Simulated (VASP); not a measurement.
# LaP (Fm-3m) in VASP: single point with LDA

Aim: the single point of LaP with LDA.

Program: VASP 6.6.1. These are calculated values, not measurements. Logs are shortened: lines on timing, memory, paths and dates and some standing lists are left out, and cuts for length are marked.

**1. The cell of the first run**

The structure is cubic, space group Fm-3m (No. 225). The conventional cell has a = 5.983 Å, b = 5.983 Å, c = 5.983 Å, α = 90.00°, β = 90.00°, γ = 90.00°. Within 3.9 Å of La (site symmetry m-3m) lie 6 P at 2.99 Å. P (site symmetry m-3m) has 6 La at 2.99 Å within 3.9 Å.

**2. Single point, LDA**

INCAR reads:

```
PREC     = Accurate       # precision mode
ENCUT    = 520            # plane-wave cutoff, eV
EDIFF    = 1E-7           # SCF threshold, eV
ISMEAR   = -1             # smearing method
SIGMA    = 0.1            # smearing width, eV
LREAL    = False          # projectors in reciprocal space
LASPH    = True           # aspherical terms in the spheres
NELM     = 60             # most SCF steps
ALGO     = Normal         # electronic algorithm
ISIF     = 2              # what is computed and relaxed
LWAVE    = False          # write WAVECAR
LCHARG   = False          # write CHGCAR
NBANDS   = 15             # bands
```

KPOINTS reads:

```
Automatic mesh
0
Gamma
  5 5 5
```

POSCAR reads:

```
LaP
1.0
    0.0000000000      2.9916662600      2.9916662600
    2.9916662600      0.0000000000      2.9916662600
    2.9916662600      2.9916662600      0.0000000000
La P
1 1
Direct
    0.0000000000      0.0000000000      0.0000000000
    0.5000000000      0.5000000000      0.5000000000
```

Potentials or basis: VASP PAW LDA potentials, release 64 (La, P).

On the command line:

```bash
cat potpaw_LDA.64/La/POTCAR potpaw_LDA.64/P/POTCAR > POTCAR
mpirun -np 1 vasp_std > vasp.out
```

OUTCAR:

```text
PREC = Accurate
   ENCUT = 520
   EDIFF = 1E-7
   ISMEAR = -1
   LREAL = False
   LASPH = True
   NELM = 60
   ISIF = 2

 ion  position               nearest neighbor table
   1  0.000  0.000  0.000-   2 2.99   2 2.99   2 2.99   2 2.99   2 2.99   2 2.99
   2  0.500  0.500  0.500-   1 2.99   1 2.99   1 2.99   1 2.99   1 2.99   1 2.99

  LATTYP: Found a face centered cubic cell.
 ALAT       =     5.9833325200

  Lattice vectors:

 A1 = (   0.0000000000,   2.9916662600,   2.9916662600)
 A2 = (   2.9916662600,   0.0000000000,   2.9916662600)
 A3 = (   2.9916662600,   2.9916662600,   0.0000000000)

Analysis of symmetry for initial positions (statically):
=====================================================================
 Subroutine PRICEL returns:
 Original cell was already a primitive cell.

 Routine SETGRP: Setting up the symmetry group for a
 face centered cubic supercell.

 Subroutine GETGRP returns: Found 48 space group operations
 (whereof 48 operations were pure point group operations)
 out of a pool of 48 trial point group operations.

The static configuration has the point symmetry O_h .

Analysis of symmetry for dynamics (positions and initial velocities):
=====================================================================
 Subroutine PRICEL returns:
 Original cell was already a primitive cell.

 Routine SETGRP: Setting up the symmetry group for a
 face centered cubic supercell.

 Subroutine GETGRP returns: Found 48 space group operations
 (whereof 48 operations were pure point group operations)
 out of a pool of 48 trial point group operations.

The dynamic configuration has the point symmetry O_h .

 Subroutine INISYM returns: Found 48 space group operations
 (whereof 48 operations are pure point group operations),
 and found     1 'primitive' translations

----------------------------------------------------------------------------------------

                                     Primitive cell

  volume of cell :      53.5512

  direct lattice vectors                    reciprocal lattice vectors
     0.000000000  2.991666260  2.991666260    -0.167130942  0.167130942  0.167130942
     2.991666260  0.000000000  2.991666260     0.167130942 -0.167130942  0.167130942
     2.991666260  2.991666260  0.000000000     0.167130942  0.167130942 -0.167130942

  length of vectors
     4.230854999  4.230854999  4.230854999     0.289479283  0.289479283  0.289479283

  position of ions in fractional coordinates (direct lattice)
     0.000000000  0.000000000  0.000000000
     0.500000000  0.500000000  0.500000000

  ion indices of the primitive-cell ions
   primitive index   ion index
                 1           1
                 2           2

----------------------------------------------------------------------------------------

 KPOINTS: Automatic mesh

Automatic generation of k-mesh.
 Grid dimensions read from file:
 generate k-points for:    5    5    5

 Generating k-lattice:

  Cartesian coordinates                     Fractional coordinates (reciprocal lattice)
    -0.033426188  0.033426188  0.033426188     0.200000000  0.000000000  0.000000000
     0.033426188 -0.033426188  0.033426188     0.000000000  0.200000000  0.000000000
     0.033426188  0.033426188 -0.033426188     0.000000000  0.000000000  0.200000000

  Length of vectors
     0.057895857  0.057895857  0.057895857

  Shift w.r.t. Gamma in fractional coordinates (k-lattice)
     0.000000000  0.000000000  0.000000000

 Subroutine IBZKPT returns following result:
 ===========================================

 Found     10 irreducible k-points:

 Following reciprocal coordinates:
            Coordinates               Weight
  0.000000  0.000000  0.000000      1.000000
  0.200000  0.000000  0.000000      8.000000
  0.400000  0.000000  0.000000      8.000000
  0.200000  0.200000  0.000000      6.000000
  0.400000  0.200000  0.000000     24.000000
 -0.400000  0.200000  0.000000     24.000000
 -0.200000  0.200000  0.000000     12.000000
  0.400000  0.400000  0.000000      6.000000
 -0.400000  0.400000  0.000000     12.000000
 -0.400000  0.400000  0.200000     24.000000
   k-points           NKPTS =     10   k-points in BZ     NKDIM =     10   number of bands    NBANDS=     15
   number of dos      NEDOS =    301   number of ions     NIONS =      2
   total plane-waves  NPLWV =  32768
   dimension x,y,z NGX =    32 NGY =   32 NGZ =   32
   dimension x,y,z NGXF=    64 NGYF=   64 NGZF=   64
   ions per type =               1   1
   NGX,Y,Z   is equivalent  to a cutoff of  12.57, 12.57, 12.57 a.u.
   NGXF,Y,Z  is equivalent  to a cutoff of  25.15, 25.15, 25.15 a.u.
 SYSTEM =  unknown system
   PREC   = accura    normal or accurate (medium, high low for compatibility)
   ISTART =      0    job   : 0-new  1-cont  2-samecut
   ICHARG =      2    charge: 1-file 2-atom 10-const
   ISPIN  =      1    spin polarized calculation?
   LNONCOLLINEAR =      F non collinear calculations
   LSORBIT =      F    spin-orbit coupling
   LASPH  =      T    aspherical Exc in radial PAW
   ENCUT  =  520.0 eV  38.22 Ry    6.18 a.u.   7.87  7.87  7.87*2*pi/ulx,y,z
   NELM   =     60;   NELMIN=  2; NELMDL= -5     # of ELM steps
   EDIFF  = 0.1E-06   stopping-criterion for ELM
   LREAL  =      F    real-space projection
   EDIFFG = 0.1E-05   stopping-criterion for IOM
   NSW    =      0    number of steps for IOM
   IBRION =     -1    ionic relax: 0-MD 1-quasi-New 2-CG
   NFREE  =      0    steps in history (QN), initial steepest desc. (CG)
   ISIF   =      2    stress and relaxation
   ISYM   =      2    0-nonsym 1-usesym 2-fastsym
   POTIM  = 0.5000    time-step for ionic-motion
   TEBEG  =    0.0;   TEEND  =   0.0 temperature during run
   PSTRESS=    0.0 pullay stress
   NELECT =      16.0000    total number of electrons
   NUPDOWN=      -1.0000    fix difference up-down
   EMIN   =  10.00;   EMAX   =-10.00  energy-range for DOS
   EFERMI =   0.00;   METHOD = LEGACY
   ISMEAR =    -1;   SIGMA  =   0.10  broadening in eV -4-tet -1-fermi 0-gaus
   EFERMI_NEDOS =   21; number of points for ismear=-14 and -15
   IALGO  =     38    algorithm
   IMIX   =      4    mixing-type and parameters
     AMIX     =   0.40;   BMIX     =  1.00
     AMIX_MAG =   1.60;   BMIX_MAG =  1.00
  volume/ion in A,a.u.               =      26.78       180.69
  Fermi-wavevector in a.u.,A,eV,Ry     =   1.094439  2.068190 16.297023  1.197797
  Thomas-Fermi vector in A             =   2.230744
   LORBIT       =      0    0 simple, 1 ext, 2 COOP (PROOUT), +10 PAW based schemes
   GGA     = CA    functional components
   LHFCALC =     F    Hartree Fock is set to
   AEXX    =    0.0000 exact exchange contribution
   IVDW    =     0    specifies the selected vdW correction
   LEPSILON=     F    determine dielectric tensor
   LRPA    =     F    only Hartree local field effects (RPA)
 non-spin polarized calculation
  energy-cutoff  :      520.00
  volume of cell :       53.55
 maximum number of plane-waves:      1459
   NGX = 15   NGY = 15   NGZ = 15

 number of electron      16.0000000 magnetization

 Free energy of the ion-electron system (eV)
  ---------------------------------------------------
  ext. energy  EPLUGINS =         0.00000000
  ---------------------------------------------------
  free energy    TOTEN  =       -14.69094603 eV

  energy without entropy =      -14.66911016  energy(sigma->0) =      -14.68002810

 E-fermi :   6.5194     XC(G=0): -10.0225

 val. band max:        6.4010678307   @ k =   0.4000   0.4000   0.0000
 cond. band min:       6.5768428793   @ k =   0.0000   0.0000   0.0000
 fundamental gap:      0.1757750486
 Fermi energy:         6.5193626359

 k-point     1 :       0.0000    0.0000    0.0000
  band No.  band energies     occupation
      1     -25.0655      2.00000
      2      -8.6233      2.00000
      3      -8.6233      2.00000
      4      -8.6233      2.00000
      5      -2.6899      2.00000
      6       6.5768      0.72026
      7       6.5768      0.72026
      8       6.5768      0.72026
      9       8.2080      0.00000
     10       8.2080      0.00000
     11       8.2080      0.00000
     12       9.0492      0.00000
     13       9.1278      0.00000
     14       9.1278      0.00000
     15       9.6285      0.00000

 k-point     2 :       0.2000    0.0000    0.0000
  band No.  band energies     occupation
      1     -25.0465      2.00000
      2      -8.9148      2.00000
      3      -8.6431      2.00000
      4      -8.6431      2.00000
      5      -2.1636      2.00000
      6       5.1774      2.00000
      7       5.7114      1.99938
      8       5.7114      1.99938
      9       8.2506      0.00000
     10       8.6725      0.00000
     11       8.6725      0.00000
     12       9.4049      0.00000
     13       9.4049      0.00000
     14       9.4066      0.00000
     15       9.6331      0.00000

 k-point     3 :       0.4000    0.0000    0.0000
  band No.  band energies     occupation
      1     -25.0154      2.00000
      2      -9.3245      2.00000
      3      -8.6746      2.00000
      4      -8.6746      2.00000
      5      -1.2719      2.00000
      6       3.6155      2.00000
      7       4.8884      2.00000
      8       4.8884      2.00000
      9       8.7559      0.00000
     10       9.1507      0.00000
     11       9.1507      0.00000
     12       9.4768      0.00000
     13       9.4768      0.00000
     14       9.5655      0.00000
     15       9.6406      0.00000

 k-point     4 :       0.2000    0.2000    0.0000
  band No.  band energies     occupation
      1     -25.0403      2.00000
      2      -8.8853      2.00000
      3      -8.7001      2.00000
      4      -8.7001      2.00000
      5      -2.1586      2.00000
      6       4.6712      2.00000
      7       6.2652      1.85396
      8       6.2652      1.85396
      9       7.2740      0.00106
     10       9.0853      0.00000
     11       9.0853      0.00000
     12       9.2359      0.00000
     13       9.3724      0.00000
     14       9.4029      0.00000
     15       9.7973      0.00000

 k-point     5 :       0.4000    0.2000    0.0000
  band No.  band energies     occupation
      1     -25.0135      2.00000
      2      -9.1647      2.00000
      3      -8.7650      2.00000
      4      -8.7431      2.00000
      5      -1.7470      2.00000
      6       4.2851      2.00000
      7       5.3523      1.99998
      8       5.6233      1.99974
      9       7.6991      0.00002
     10       9.2401      0.00000
     11       9.2637      0.00000
     12       9.4061      0.00000
     13       9.4267      0.00000
     14       9.5366      0.00000
     15       9.6568      0.00000

 k-point     6 :      -0.4000    0.2000    0.0000
  band No.  band energies     occupation
      1     -25.0031      2.00000
      2      -9.2668      2.00000
      3      -8.8490      2.00000
      4      -8.7137      2.00000
      5      -1.4513      2.00000
      6       3.9226      2.00000
      7       5.0008      2.00000
      8       5.2238      2.00000
      9       8.8002      0.00000
     10       9.0604      0.00000
     11       9.1719      0.00000
     12       9.4223      0.00000
     13       9.4742      0.00000
     14       9.5654      0.00000
     15       9.6121      0.00000

 k-point     7 :      -0.2000    0.2000    0.0000
  band No.  band energies     occupation
      1     -25.0236      2.00000
      2      -9.1064      2.00000
      3      -8.7924      2.00000
      4      -8.6517      2.00000
      5      -1.6909      2.00000
      6       4.1900      2.00000
      7       5.0383      2.00000
      8       5.6862      1.99952
      9       8.5266      0.00000
     10       8.8097      0.00000
     11       9.2071      0.00000
     12       9.3332      0.00000
     13       9.4818      0.00000
     14       9.5196      0.00000
     15       9.6170      0.00000

 k-point     8 :       0.4000    0.4000    0.0000
  band No.  band energies     occupation
      1     -24.9999      2.00000
      2      -9.1490      2.00000
      3      -8.8220      2.00000
      4      -8.8220      2.00000
      5      -2.2049      2.00000
      6       5.1843      2.00000
      7       6.3446      1.70339
      8       6.3446      1.70339
      9       6.4011      1.53095
     10       9.3265      0.00000
     11       9.3672      0.00000
     12       9.4198      0.00000
     13       9.4198      0.00000
     14       9.5408      0.00000
     15      10.0103      0.00000

 k-point     9 :      -0.4000    0.4000    0.0000
  band No.  band energies     occupation
      1     -24.9934      2.00000
      2      -9.1177      2.00000
      3      -8.9785      2.00000
      4      -8.8045      2.00000
      5      -2.0347      2.00000
      6       5.1838      2.00000
      7       5.5709      1.99985
      8       5.7907      1.99863
      9       7.4299      0.00022
     10       9.2878      0.00000
     11       9.2990      0.00000
     12       9.4272      0.00000
     13       9.4525      0.00000
     14       9.5530      0.00000
     15       9.6697      0.00000

 k-point    10 :      -0.4000    0.4000    0.2000
  band No.  band energies     occupation
      1     -24.9971      2.00000
      2      -9.1289      2.00000
      3      -8.9377      2.00000
      4      -8.8154      2.00000
      5      -1.8048      2.00000
      6       4.6185      2.00000
      7       5.3332      1.99999
      8       5.5491      1.99988
      9       8.2390      0.00000
     10       9.0353      0.00000
     11       9.3648      0.00000
     12       9.3789      0.00000
     13       9.4645      0.00000
     14       9.5526      0.00000
     15       9.6103      0.00000

------------------------ aborting loop because EDIFF is reached ----------------------------------------

  FORCE on cell =-STRESS in cart. coord.  units (eV):
  Direction    XX          YY          ZZ          XY          YZ          ZX
  --------------------------------------------------------------------------------------
  -------------------------------------------------------------------------------------
  Total       -0.6027538     -0.6027538     -0.6027538      0.0000000     -0.0000000      0.0000000
  in kB      -18.0335450    -18.0335450    -18.0335450      0.0000000     -0.0000000      0.0000000
  external PRESSURE =     -18.0335450 kB  Pullay stress =       0.0000000 kB

 VOLUME and BASIS-vectors are now :
 -----------------------------------------------------------------------------
  energy-cutoff  :      520.00
  volume of cell :       53.55
      direct lattice vectors                 reciprocal lattice vectors
     0.000000000  2.991666260  2.991666260    -0.167130942  0.167130942  0.167130942
     2.991666260  0.000000000  2.991666260     0.167130942 -0.167130942  0.167130942
     2.991666260  2.991666260  0.000000000     0.167130942  0.167130942 -0.167130942

 POSITION                                       TOTAL-FORCE (eV/Angst)
 -----------------------------------------------------------------------------------
      0.00000      0.00000      0.00000         0.000000     -0.000000      0.000000
      2.99167      2.99167      2.99167         0.000000      0.000000      0.000000
 -----------------------------------------------------------------------------------
    total drift:                                0.000000     -0.000000     -0.000000

  FREE ENERGIE OF THE ION-ELECTRON SYSTEM (eV)
  ---------------------------------------------------
  free  energy   TOTEN  =       -14.6909460312 eV

  energy  without entropy=      -14.6691101649  energy(sigma->0) =      -14.68002810
```

Run time: 16 s. Hardware: 1 thread of Intel Xeon 8259CL, shared host; peak memory 0.16 GiB.

Results:

| Quantity | Value |
| --- | --- |
| Free energy | -14.6909 eV |
| Pressure | -1.8 GPa |
| Band gap on the k mesh | zero (band 8 reaches 6.58 eV, above the bottom of band 9 at 6.40 eV) |

Caveat: the k points lie up to 0.36 Å⁻¹ apart; spin-orbit coupling is left out, which moves the levels of the heavy elements.
